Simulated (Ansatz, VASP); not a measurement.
# Co: VASP beside Ansatz

INCAR

```
SYSTEM = Co
PREC = Accurate ; ENCUT = 520
EDIFF = 1E-6 ; ISMEAR = -1
SIGMA = 0.08 ; LREAL = .False.
LASPH = .True. ; NELM = 150
ALGO = Normal ; ISIF = 2
LWAVE = .False. ; LCHARG = .True.
ISPIN = 2 ; MAGMOM = 1.7 -1.7 1.7 -1.7
LORBIT = 11 ; LMAXMIX = 4
GGA = PE ; LELF = .True.
LVHAR = .True. ; NBANDS = 30
```

KPOINTS

```
Automatic mesh
0
Gamma
  8 12 7
  0 0 0
```

Contents of POSCAR:

```
Co
1.0
    0.0000000000      0.0000000000      4.0699000000
    2.5074000000      0.0000000000      0.0000000000
    0.0000000000      4.3429441948      0.0000000000
Co
4
Direct
    0.2500000000      1.0000000000      0.3333333334
    0.2500000000      0.5000000000      0.8333333334
    0.7500000000      0.5000000000      0.1666666666
    0.7500000000      0.0000000000      0.6666666666
```

Input for Ansatz:

```yaml
crystal:
  lattice:
    - [0.0, 0.0, 4.0699]
    - [2.5074, 0.0, 0.0]
    - [0.0, 4.3429441948, 0.0]
  atoms:
    - { symbol: Co, position: [0.25, 1.0, 0.3333333334], spin: 1.7 }
    - { symbol: Co, position: [0.25, 0.5, 0.8333333334], spin: -1.7 }
    - { symbol: Co, position: [0.75, 0.5, 0.1666666666], spin: 1.7 }
    - { symbol: Co, position: [0.75, 0.0, 0.6666666666], spin: -1.7 }
magnetization:
  spin_polarized: true
kpoints:
  mp_grid: { grid: [8, 12, 7] }
scf:
  occupations: { method: fermi_dirac, width: 0.08 }
  lower_state_search: "off"
hamiltonian:
  xc: pbe
  pseudopotentials: { kind: paw }
output:
  forces: true
  stress: true
  eigenvalues: true
  populations: true
```

Alike in both runs: task single point; functional PBE; k mesh 8 × 12 × 7; occupations fermi-dirac, width 0.08 eV; collinear spin.

|  | VASP | Ansatz |
| --- | --- | --- |
| version | VASP 6.6.1 | Ansatz 0.2.0 |
| potentials or method | VASP PAW PBE potentials, release 64 (Co) | PAW with Ansatz's default frozen-core files, scalar-relativistic |
| plane-wave cutoff (eV) | 520 | 420 |
| valence electrons in the cell | 36 | 68 |

|  | VASP | Ansatz | Ansatz less VASP |
| --- | --- | --- | --- |
| pressure (GPa) | -8.7 | -8.3 | +0.39 |
| traceless stress, the component that is largest in VASP (GPa) | 3.23 | 3.28 | +0.043 |
| rms of the force components (eV/Å) | 0.041 | 0.040 | -0.0009 |
| net moment per atom (μB) | 0.00 | 0.00 | 0.000 |
| size of the moment on the site where the two differ most (μB) | 1.16 | 1.18 | +0.021 |

Site moments also hang on the region over which each program counts them. Atom by atom the forces differ by 0.001 eV/Å (rms over components). With one functional, cell and mesh, what is left measures potentials, basis and numerics. VASP's potentials hold 36 valence electrons a cell and Ansatz's 68, so a difference there can come from the potentials and not from the codes.
